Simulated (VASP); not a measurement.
A run of VASP 6.6.1:

Contents of INCAR:

```
SYSTEM = Br
PREC     = Accurate       ! precision mode
ENCUT    = 600            ! plane-wave cutoff, eV
EDIFF    = 1E-6           ! SCF threshold, eV
ISMEAR   = -1             ! smearing method
SIGMA    = 0.1            ! smearing width, eV
LREAL    = .FALSE.        ! projectors in reciprocal space
LASPH    = .TRUE.         ! aspherical terms in the spheres
NELM     = 60             ! most SCF steps
ALGO     = Normal         ! electronic algorithm
ISIF     = 3              ! what is computed and relaxed
LWAVE    = .FALSE.        ! write WAVECAR
LCHARG   = .FALSE.        ! write CHGCAR
GGA      = PE             ! functional
IBRION   = 2              ! ionic algorithm
NSW      = 60             ! ionic steps
EDIFFG   = -0.005         ! ionic threshold
```

File KPOINTS:

```
Automatic mesh
0
G
  13 13 13
  0 0 0
```

Contents of POSCAR:

```
Br
1.0
   -2.9349639277      2.9349639277      1.6142301602
    2.9349639277     -2.9349639277      1.6142301602
    2.9349639277      2.9349639277     -1.6142301602
Br
2
Direct
   -0.3750000000     -0.1250000000     -0.2500000000
    0.3750000000      0.1250000000      0.2500000000
```

Potentials or basis: VASP PAW PBE potentials, release 64 (Br).

The run is started by

```sh
$ cat potpaw_PBE.64/Br/POTCAR > POTCAR
$ mpirun -np 1 vasp_std > vasp.out
```

Hardware: 1 thread of Intel(R) Xeon(R) 6975P-C (Granite Rapids), on a shared host.

Task: Estimate the wall time of this run.

Result: Wall time 5.5 min on 1 thread of Intel(R) Xeon(R) 6975P-C (Granite Rapids), on a shared host, peak memory 0.31 GiB. Counts: scf iterations 89, k points 196, ion steps 13.
